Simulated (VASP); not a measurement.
# B (P6_3/mmc) in VASP: a series of runs

B is run at these levels: r2SCAN, r2SCAN0; tasks: single point.

Everything below comes from runs of VASP 6.6.1. Logs are shortened: lines on timing, memory, paths and dates and some standing lists are left out, and cuts for length are marked.

## Step 1: The cell of the first run

Symmetry: P6_3/mmc, No. 194, hexagonal system. The conventional cell has a = 1.708 Å, b = 1.708 Å, c = 7.766 Å, α = 90.00°, β = 90.00°, γ = 120.00°. B (site symmetry -6m2) has 6 B at 1.71 Å within 2.3 Å.

This isn't the form of B at room conditions, which is rhombohedral.

## Step 2: Single point, r2SCAN

Contents of POSCAR:

```
B
1.0
    1.7079294098      0.0000000000      0.0000000000
   -0.8539647049      1.4791102568      0.0000000000
    0.0000000000      0.0000000000      7.7663970644
B
2
Direct
    0.3333333333      0.6666666667      0.2500000000
    0.6666666667      0.3333333333      0.7500000000
```

Contents of INCAR.step1:

```
SYSTEM = B
  ALGO = Normal
  EDIFF = 1E-4
  ENCUT = 520
  GGA = PE
  ISMEAR = -1
  LASPH = .True.
  LCHARG = .False.
  LREAL = .False.
  LWAVE = .True.
  NBANDS = 10
  NELM = 100
  PREC = Accurate
  SIGMA = 0.1
```

Contents of INCAR.step2:

```
SYSTEM = B
  ALGO = Normal
  EDIFF = 1E-7
  ENCUT = 520
  ISIF = 2
  ISMEAR = -1
  ISTART = 1
  LASPH = .True.
  LCHARG = .True.
  LELF = .True.
  LMIXTAU = .True.
  LREAL = .False.
  LVHAR = .True.
  LWAVE = .False.
  METAGGA = R2SCAN
  NBANDS = 10
  NELM = 100
  PREC = Accurate
  SIGMA = 0.1
```

Contents of KPOINTS:

```
k-points
0
Gamma
  11 11 2
  0 0 0
```

Potentials or basis: VASP PAW PBE potentials, release 64 (B).

The run is started by

```
$ cat potpaw_PBE.64/B/POTCAR > POTCAR
$ cp INCAR.step1 INCAR
$ mpirun -np 1 vasp_std > vasp.out
$ cp INCAR.step2 INCAR
$ mpirun -np 1 vasp_std > vasp.out
```

OUTCAR:

```text
SYSTEM = B
   EDIFF = 1E-7
   ENCUT = 520
   ISIF = 2
   ISMEAR = -1
   ISTART = 1
   LASPH = .True.
   LREAL = .False.
   METAGGA = R2SCAN
   NELM = 100
   PREC = Accurate

 ion  position               nearest neighbor table
   1  0.333  0.667  0.250-
   2  0.667  0.333  0.750-

  LATTYP: Found a hexagonal cell.
 ALAT       =     1.7079294098
 C/A-ratio  =     4.5472588152

  Lattice vectors:

 A1 = (   1.7079294098,   0.0000000000,   0.0000000000)
 A2 = (  -0.8539647049,   1.4791102568,   0.0000000000)
 A3 = (   0.0000000000,   0.0000000000,   7.7663970644)

Analysis of symmetry for initial positions (statically):
=====================================================================
 Subroutine PRICEL returns:
 Original cell was already a primitive cell.

 Routine SETGRP: Setting up the symmetry group for a
 hexagonal supercell.

 Subroutine GETGRP returns: Found 24 space group operations
 (whereof 12 operations were pure point group operations)
 out of a pool of 24 trial point group operations.

The static configuration has the point symmetry D_3d.
 The point group associated with its full space group is D_6h.

Analysis of symmetry for dynamics (positions and initial velocities):
=====================================================================
 Subroutine PRICEL returns:
 Original cell was already a primitive cell.

 Routine SETGRP: Setting up the symmetry group for a
 hexagonal supercell.

 Subroutine GETGRP returns: Found 24 space group operations
 (whereof 12 operations were pure point group operations)
 out of a pool of 24 trial point group operations.

The dynamic configuration has the point symmetry D_3d.
 The point group associated with its full space group is D_6h.

 Subroutine INISYM returns: Found 24 space group operations
 (whereof 12 operations are pure point group operations),
 and found     1 'primitive' translations

----------------------------------------------------------------------------------------

                                     Primitive cell

  volume of cell :      19.6196

  direct lattice vectors                    reciprocal lattice vectors
     1.707929410  0.000000000  0.000000000     0.585504292  0.338041061  0.000000000
    -0.853964705  1.479110257  0.000000000     0.000000000  0.676082121  0.000000000
     0.000000000  0.000000000  7.766397064     0.000000000  0.000000000  0.128759834

  length of vectors
     1.707929410  1.707929410  7.766397064     0.676082121  0.676082121  0.128759834

[... 87 lines left out ...]
   ISYM   =      2    0-nonsym 1-usesym 2-fastsym
   POTIM  = 0.5000    time-step for ionic-motion
   TEBEG  =    0.0;   TEEND  =   0.0 temperature during run
   PSTRESS=    0.0 pullay stress
   NELECT =       6.0000    total number of electrons
   NUPDOWN=      -1.0000    fix difference up-down
   EMIN   =  10.00;   EMAX   =-10.00  energy-range for DOS
   EFERMI =   0.00;   METHOD = LEGACY
   ISMEAR =    -1;   SIGMA  =   0.10  broadening in eV -4-tet -1-fermi 0-gaus
   EFERMI_NEDOS =   21; number of points for ismear=-14 and -15
   IALGO  =     38    algorithm
   IMIX   =      4    mixing-type and parameters
     AMIX     =   0.40;   BMIX     =  1.00
     AMIX_MAG =   1.60;   BMIX_MAG =  1.00
  volume/ion in A,a.u.               =       9.81        66.20
  Fermi-wavevector in a.u.,A,eV,Ry     =   1.102965  2.084302 16.551932  1.216533
  Thomas-Fermi vector in A             =   2.239416
   LORBIT       =      0    0 simple, 1 ext, 2 COOP (PROOUT), +10 PAW based schemes
   METAGGA = R2SCAN    functional components
   LHFCALC =     F    Hartree Fock is set to
   AEXX    =    0.0000 exact exchange contribution
   IVDW    =     0    specifies the selected vdW correction
   LEPSILON=     F    determine dielectric tensor
   LRPA    =     F    only Hartree local field effects (RPA)
 non-spin polarized calculation
  energy-cutoff  :      520.00
  volume of cell :       19.62
 maximum number of plane-waves:       547
 NGX is ok and might be reduce to    14
   NGX =  7   NGY =  7   NGZ = 29

 number of electron       6.0000000 magnetization

 Free energy of the ion-electron system (eV)
  ---------------------------------------------------
  ext. energy  EPLUGINS =         0.00000000
  ---------------------------------------------------
  free energy    TOTEN  =       -13.26012744 eV

  energy without entropy =      -13.25381964  energy(sigma->0) =      -13.25697354

 E-fermi :   4.7160     XC(G=0): -10.3258

 val. band max:        4.5770822245   @ k =   0.2727   0.0909   0.0000
 cond. band min:       4.9797755609   @ k =   0.3636   0.0000   0.0000
 fundamental gap:      0.4026933363
 Fermi energy:         4.7160420297

 k-point     1 :       0.0000    0.0000    0.0000
  band No.  band energies     occupation
      1     -13.5910      2.00000
      2     -13.4046      2.00000
      3      -4.1140      2.00000
      4      -2.7737      2.00000
      5       7.0377      0.00000
      6      12.9405      0.00000
      7      16.8704      0.00000
      8      28.4511      0.00000
      9      31.1731      0.00000
     10      31.1749      0.00000
[... 287 lines left out ...]
 k-point    24 :       0.1818    0.0909    0.5000
  band No.  band energies     occupation
      1     -10.6965      2.00000
      2     -10.6965      2.00000
      3       0.5192      2.00000
      4       0.5192      2.00000
      5      12.5641      0.00000
      6      12.5641      0.00000
      7      20.2878      0.00000
      8      20.2878      0.00000
      9      23.2230      0.00000
     10      23.2230      0.00000

 [... further k-points ...]

------------------------ aborting loop because EDIFF is reached ----------------------------------------

  FORCE on cell =-STRESS in cart. coord.  units (eV):
  Direction    XX          YY          ZZ          XY          YZ          ZX
  --------------------------------------------------------------------------------------
  -------------------------------------------------------------------------------------
  Total       -0.4691724     -0.4691724      0.0239357      0.0000000     -0.0000000     -0.0000000
  in kB      -38.3136060    -38.3136060      1.9546405      0.0000000     -0.0000000     -0.0000000
  external PRESSURE =     -24.8908571 kB  Pullay stress =       0.0000000 kB

 VOLUME and BASIS-vectors are now :
 -----------------------------------------------------------------------------
  energy-cutoff  :      520.00
  volume of cell :       19.62
      direct lattice vectors                 reciprocal lattice vectors
     1.707929410  0.000000000  0.000000000     0.585504292  0.338041061  0.000000000
    -0.853964705  1.479110257  0.000000000     0.000000000  0.676082121  0.000000000
     0.000000000  0.000000000  7.766397064     0.000000000  0.000000000  0.128759834

 POSITION                                       TOTAL-FORCE (eV/Angst)
 -----------------------------------------------------------------------------------
     -0.00000      0.98607      1.94160        -0.000000     -0.000000      0.000000
      0.85396      0.49304      5.82480         0.000000      0.000000      0.000000
 -----------------------------------------------------------------------------------
    total drift:                                0.000000     -0.000000      0.000000

  FREE ENERGIE OF THE ION-ELECTRON SYSTEM (eV)
  ---------------------------------------------------
  free  energy   TOTEN  =       -13.2601274373 eV

  energy  without entropy=      -13.2538196354  energy(sigma->0) =      -13.25697354
```

OSZICAR.step1:

```text
N       E                     dE             d eps       ncg     rms          rms(c)
DAV:   1     0.383998144866E+01    0.38400E+01   -0.31774E+03   672   0.520E+02
DAV:   2    -0.126045571526E+02   -0.16445E+02   -0.15807E+02   852   0.105E+02
DAV:   3    -0.128575018605E+02   -0.25294E+00   -0.24944E+00   848   0.102E+01
DAV:   4    -0.128579700999E+02   -0.46824E-03   -0.46818E-03   752   0.457E-01
DAV:   5    -0.128579707912E+02   -0.69136E-06   -0.69125E-06   782   0.168E-02    0.422E+00
DAV:   6    -0.122720495029E+02    0.58592E+00   -0.45207E-01   666   0.308E+00    0.241E+00
DAV:   7    -0.120520265651E+02    0.22002E+00   -0.55492E-01   684   0.329E+00    0.432E-01
DAV:   8    -0.120543048855E+02   -0.22783E-02   -0.83494E-03   730   0.537E-01    0.124E-01
DAV:   9    -0.120545887602E+02   -0.28387E-03   -0.20048E-03   678   0.209E-01    0.242E-02
DAV:  10    -0.120546711799E+02   -0.82420E-04   -0.11212E-04   650   0.603E-02
   1 F= -.12054671E+02 E0= -.12051321E+02  d E =-.669952E-02
```

Run time: 26 s. Hardware: 1 thread of Intel Xeon Platinum 8559C (Emerald Rapids), shared host; peak memory 0.13 GiB.

What came out:

```
Free energy            : -13.2601 eV
Pressure               : -2.5 GPa
Band gap on the k mesh : zero (bands 3 and 4 overlap by 11.43 eV)
```

Caveat: the k points lie up to 0.40 Å⁻¹ apart, too coarse for converged energies and pressures of a metal; the PAW data sets were made with another functional, which shifts forces and pressure a little.

## Step 3: Single point, r2SCAN0

POSCAR is that of step 2.

Contents of INCAR.step1:

```
SYSTEM = B
ALGO = Normal
EDIFF = 1E-5
ENCUT = 520
GGA = PE
ISIF = 2
ISMEAR = -1
LASPH = .True.
LCHARG = .False.
LREAL = .False.
LWAVE = .True.
NBANDS = 10
NELM = 80
PREC = Accurate
SIGMA = 0.1
```

Contents of INCAR.step2:

```
SYSTEM = B
AEXX = 0.25
ALGO = Normal
EDIFF = 1E-7
ENCUT = 520
ISIF = 2
ISMEAR = -1
ISTART = 1
LASPH = .True.
LCHARG = .False.
LHFCALC = .True.
LMIXTAU = .True.
LREAL = .False.
LWAVE = .False.
METAGGA = R2SCAN
NBANDS = 10
NELM = 80
PREC = Accurate
PRECFOCK = Normal
SIGMA = 0.1
```

KPOINTS is that of step 2.

Potentials or basis: VASP PAW PBE potentials, release 64 (B).

The run is started by

```
$ cat potpaw_PBE.64/B/POTCAR > POTCAR
$ cp INCAR.step1 INCAR
$ mpirun -np 1 vasp_std > vasp.out
$ cp INCAR.step2 INCAR
$ mpirun -np 1 vasp_std > vasp.out
```

Run time: 7 min. Hardware: 1 thread of Intel Xeon Platinum 8559C (Emerald Rapids), shared host; peak memory 0.14 GiB.

It converged, with:

* Free energy: -14.8430 eV
* Pressure: -4.3 GPa
* Band gap on the k mesh: zero (bands 3 and 4 overlap by 13.64 eV)

Stress tensor (GPa, compression positive):
```
-6.64  0.00  0.00
 0.00 -6.64  0.00
 0.00  0.00  0.42
```

Levels at points of the mesh, in eV from the Fermi level:
```csv
k point,band 2,band 3,band 4,band 5,band 6,band 7
"(0.00, 0.00, 0.00)",-19.93,-10.07,-8.59,3.11,9.21,13.27
"(0.00, 0.00, 0.50)",-20.04,-9.39,-9.39,5.38,5.38,18.71
```

Caveat: the k points lie up to 0.40 Å⁻¹ apart, too coarse for converged energies and pressures of a metal; the PAW data sets were made with another functional, which shifts forces and pressure a little.

The gap in the log of VASP goes by the Fermi energy; the results here count the filled bands.